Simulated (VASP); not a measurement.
Wanted: the native input for a VASP 6.6.1 run.

- Task: single point
- Functional: PBEsol
- Potentials or basis: VASP PAW PBE potentials, release 64 (Zn, S)
- Cutoff: 520 eV
- k mesh: 9 × 9 × 9
- Occupations: fermi-dirac, width 0.05 eV
- Spin: no spin polarisation
- Dipole correction: no
- Further INCAR settings: ALGO = Normal; EDIFF = 1e-06; NBANDS = 16

The structure of ZnS lies in POSCAR:

```
ZnS
1.0
    0.0000000000      2.5894991325      2.5894991325
    2.5894991325      0.0000000000      2.5894991325
    2.5894991325      2.5894991325      0.0000000000
Zn S
1 1
Direct
    0.7500000000      0.7500000000      0.7500000000
    0.0000000000      0.0000000000      0.0000000000
```

These files were run (other wordings do the same):

INCAR

```
PREC     = Accurate       # precision mode
ENCUT    = 520            # plane-wave cutoff, eV
EDIFF    = 1E-6           # SCF threshold, eV
ISMEAR   = -1             # smearing method
SIGMA    = 0.05           # smearing width, eV
LREAL    = False          # projectors in reciprocal space
LASPH    = True           # aspherical terms in the spheres
NELM     = 80             # most SCF steps
ALGO     = Normal         # electronic algorithm
ISIF     = 2              # what is computed and relaxed
LWAVE    = False          # write WAVECAR
LCHARG   = True           # write CHGCAR
GGA      = PS             # functional
LELF     = True           # ELF
LVHAR    = True         
NBANDS   = 16             # bands
```

KPOINTS

```
regular mesh
0
Gamma
  9 9 9
```

Potentials or basis: VASP PAW PBE potentials, release 64 (Zn, S).

Launch:

```bash
$ cat potpaw_PBE.64/Zn/POTCAR potpaw_PBE.64/S/POTCAR > POTCAR
$ mpirun -np 1 vasp_std > vasp.out
```

Results of the run:

```
Pressure               : 10.2 GPa
Band gap on the k mesh : 2.55 eV
```

Caveat: the cell stands under pressure; the PAW data sets were made with another functional, which shifts forces and pressure a little; an odd mesh through Γ misses points on the zone boundary, where band edges can lie.

Wall time 18 s on 1 thread of Intel Xeon 8259CL, with other jobs on the host, peak memory 0.16 GiB.
